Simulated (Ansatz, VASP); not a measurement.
**One calculation of Al, two programs**

INCAR

```
SYSTEM = Al
PREC     = Accurate       ! precision mode
ENCUT    = 520            ! plane-wave cutoff, eV
EDIFF    = 1E-7           ! SCF threshold, eV
ISMEAR   = 0              ! smearing method
SIGMA    = 0.15           ! smearing width, eV
LREAL    = .False.        ! projectors in reciprocal space
LASPH    = .True.         ! aspherical terms in the spheres
NELM     = 60             ! most SCF steps
ALGO     = Fast           ! electronic algorithm
ISIF     = 2              ! what is computed and relaxed
LWAVE    = .False.        ! write WAVECAR
LCHARG   = .False.        ! write CHGCAR
GGA      = PS             ! functional
IVDW     = 12             ! dispersion correction
NBANDS   = 8              ! bands
```

Contents of KPOINTS:

```
Automatic mesh
0
Gamma
  28 28 28
  0 0 0
```

File POSCAR:

```
Al
1.0
    0.0000000000      2.2240208854      1.5723827659
    2.2240208854      0.0000000000      1.5723827659
    2.2240208854      2.2240208854      0.0000000000
Al
1
Direct
    0.0000000000      0.0000000000      0.0000000000
```

Input for Ansatz:

```yaml
crystal:
  lattice:
    - [0.0, 2.2240208854, 1.5723827659]
    - [2.2240208854, 0.0, 1.5723827659]
    - [2.2240208854, 2.2240208854, 0.0]
  atoms:
    - { symbol: Al, position: [0.0, 0.0, 0.0] }
basis:
  ecutwfc: 420
kpoints:
  mp_grid: { grid: [28, 28, 28] }
hamiltonian:
  xc: pbesol
  dispersion: d3bj
scf:
  occupations: { method: gaussian, width: 0.15 }
output:
  forces: true
  stress: true
  eigenvalues: true
```

Alike in both runs: task single point; functional PBEsol; dispersion D3(BJ); k mesh 28 × 28 × 28; occupations gaussian, width 0.15 eV; no spin polarisation.

|  | VASP | Ansatz |
| --- | --- | --- |
| version | VASP 6.6.1 | Ansatz 0.2.0 |
| potentials or method | VASP PAW PBE potentials, release 64 (Al), cutoff 520 eV | scalar-relativistic, plane waves, PAW |
| valence electrons in the cell | 3 | 3 |

Ansatz gave:

* gap on the k mesh at the Fermi level (eV): none
* pressure (GPa): 1.8

**Question.** What did VASP give for the same quantities?

**Answer.** gap on the k mesh at the Fermi level (eV): none; pressure (GPa): 1.9.

VASP's potentials were made for PBE, not for PBEsol. A gap of «none» marks a metal or a gap that the smearing closes.
